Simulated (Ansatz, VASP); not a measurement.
# Two plane-wave programs on MgO

The input INCAR:

```
SYSTEM = MgO
PREC = Accurate
ENCUT = 520
EDIFF = 1E-6
ISMEAR = 0
SIGMA = 0.05
LREAL = .FALSE.
LASPH = .TRUE.
NELM = 60
ALGO = Normal
ISIF = 2
LWAVE = .FALSE.
LCHARG = .TRUE.
GGA = PS
LELF = .TRUE.
LVHAR = .TRUE.
NBANDS = 26
```

KPOINTS

```
regular mesh
0
G
  9 9 4
  0 0 0
```

The input POSCAR:

```
MgO
1.0
    3.2553371795      0.0000000000      0.0000000000
   -1.6276685897      2.8192046953      0.0000000000
    0.0000000000      0.0000000000     10.4149514991
Mg O
4 4
Direct
    0.3333333333      0.6666666667      0.9695963559
    0.0000000000      0.0000000000      0.2209473890
    0.0000000000      0.0000000000      0.7209473890
    0.6666666667      0.3333333333      0.4695963559
    0.3333333333      0.6666666667      0.7799156657
   -0.1597376773      0.0000000000      0.5669849351
    0.0000000000      0.0000000000      0.0295387694
    0.6666666667      0.3333333333      0.2799156657
```

Input for Ansatz:

```yaml
crystal:
  lattice:
    - [3.2553371795, 0.0, 0.0]
    - [-1.6276685897, 2.8192046953, 0.0]
    - [0.0, 0.0, 10.4149514991]
  atoms:
    - { symbol: Mg, position: [0.3333333333, 0.6666666667, 0.9695963559] }
    - { symbol: Mg, position: [0.0, 0.0, 0.220947389] }
    - { symbol: Mg, position: [0.0, 0.0, 0.720947389] }
    - { symbol: Mg, position: [0.6666666667, 0.3333333333, 0.4695963559] }
    - { symbol: O, position: [0.3333333333, 0.6666666667, 0.7799156657] }
    - { symbol: O, position: [-0.1597376773, 0.0, 0.5669849351] }
    - { symbol: O, position: [0.0, 0.0, 0.0295387694] }
    - { symbol: O, position: [0.6666666667, 0.3333333333, 0.2799156657] }
basis:
  ecutwfc: 420
kpoints:
  mp_grid: { grid: [9, 9, 4] }
hamiltonian:
  xc: pbesol
  pseudopotentials: { kind: paw, azcp: { folder: soft_1 } }
scf:
  occupations: { method: gaussian, width: 0.05 }
output:
  forces: true
  stress: true
  eigenvalues: true
  write_density: true
  write_potential: true
  elf: true
  volumetric_format: npy
```

Alike in both runs: task single point; functional PBEsol; k mesh 9 × 9 × 4; occupations gaussian, width 0.05 eV; no spin polarisation.

```csv
,VASP,Ansatz
version,VASP 6.6.1,Ansatz 0.2.0
potentials or method,"VASP PAW PBE potentials, release 64 (Mg, O), cutoff 520 eV","scalar-relativistic, plane waves, PAW"
valence electrons in the cell,32,64
```

Ansatz gave:

```
gap on the k mesh at the Fermi level (eV)                     : 1.80
least direct gap on the mesh (eV)                             : 1.80
pressure (GPa)                                                : 5.7
traceless stress, the component that is largest in VASP (GPa) : 7.44
rms of the force components (eV/Å)                            : 1.780
```

Task: What did VASP give for the same quantities?

Result: gap on the k mesh at the Fermi level (eV): 1.77; least direct gap on the mesh (eV): 1.77; pressure (GPa): 5.8; traceless stress, the component that is largest in VASP (GPa): 7.77; rms of the force components (eV/Å): 1.832.

VASP's potentials were made for PBE, not for PBEsol, and Ansatz warns of the same on its side. Atom by atom the forces differ by 0.055 eV/Å (rms over components). With one functional, cell and mesh, what is left measures potentials, basis and numerics. VASP's potentials hold 32 valence electrons a cell and Ansatz's 64, so a difference there can come from the potentials and not from the codes.
